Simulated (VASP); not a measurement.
Wanted: the native input for a VASP 6.6.1 run.

| Property | Result |
| --- | --- |
| Task | single point |
| Functional | r2SCAN |
| Potentials or basis | VASP PAW PBE potentials, release 64 (Li_sv, Se) |
| Cutoff | 830 eV |
| k mesh | 4 × 4 × 4 |
| Occupations | gaussian, width 0.01 eV |
| Spin | no spin polarisation |
| Dipole correction | no |
| Further INCAR settings | ALGO = Normal; EDIFF = 1e-06; NBANDS = 13 |

Li2Se:

```
CELL_PARAMETERS angstrom
0.00000 2.99346 2.99346
2.99346 0.00000 2.99346
2.99346 2.99346 0.00000
ATOMIC_POSITIONS crystal
Li 0.25000 0.25000 0.25000
Li 0.75000 0.75000 0.75000
Se 0.00000 0.00000 0.00000
```

One way to write it, as run:

POSCAR

```
Li2Se
1.0
    0.0000000000      2.9934588658      2.9934588658
    2.9934588658      0.0000000000      2.9934588658
    2.9934588658      2.9934588658      0.0000000000
Li Se
2 1
Direct
    0.2500000000      0.2500000000      0.2500000000
    0.7500000000      0.7500000000      0.7500000000
    0.0000000000      0.0000000000      0.0000000000
```

INCAR.step1

```
SYSTEM = Li2Se
PREC = Accurate ; ENCUT = 830
ISMEAR = 0 ; SIGMA = 0.01
LREAL = .False. ; LASPH = .True.
NELM = 120 ; NBANDS = 13
GGA = PE ; ALGO = Normal
EDIFF = 1E-5 ; LWAVE = .True.
LCHARG = .False. ; GGA_COMPAT = .False.
```

INCAR.step2

```
SYSTEM = Li2Se
PREC = Accurate ; ENCUT = 830
EDIFF = 1E-6 ; ISMEAR = 0
SIGMA = 0.01 ; LREAL = .False.
LASPH = .True. ; NELM = 120
ALGO = Normal ; ISIF = 2
LWAVE = .False. ; LCHARG = .True.
METAGGA = R2SCAN ; LMIXTAU = .True.
LELF = .True. ; LVHAR = .True.
NBANDS = 13 ; ISTART = 1
GGA_COMPAT = .False.
```

KPOINTS

```
Automatic mesh
0
Gamma
  4 4 4
  0 0 0
```

Potentials or basis: VASP PAW PBE potentials, release 64 (Li_sv, Se).

Command:

```sh
$ cat potpaw_PBE.64/Li_sv/POTCAR potpaw_PBE.64/Se/POTCAR > POTCAR
$ cp INCAR.step1 INCAR
$ mpirun -np 1 vasp_std > vasp.out
$ cp INCAR.step2 INCAR
$ mpirun -np 1 vasp_std > vasp.out
```

It gave:

```
Pressure               : -0.1 GPa
Band gap on the k mesh : 3.45 eV, indirect (least direct gap 4.17 eV)
```

Caveat: the k points lie up to 0.45 Å⁻¹ apart; the PAW data sets were made with another functional, which shifts forces and pressure a little.

It took 81 s on 1 thread of AMD EPYC 7R43 64-Core Processor (Zen 3), on a shared host, peak memory 0.22 GiB.
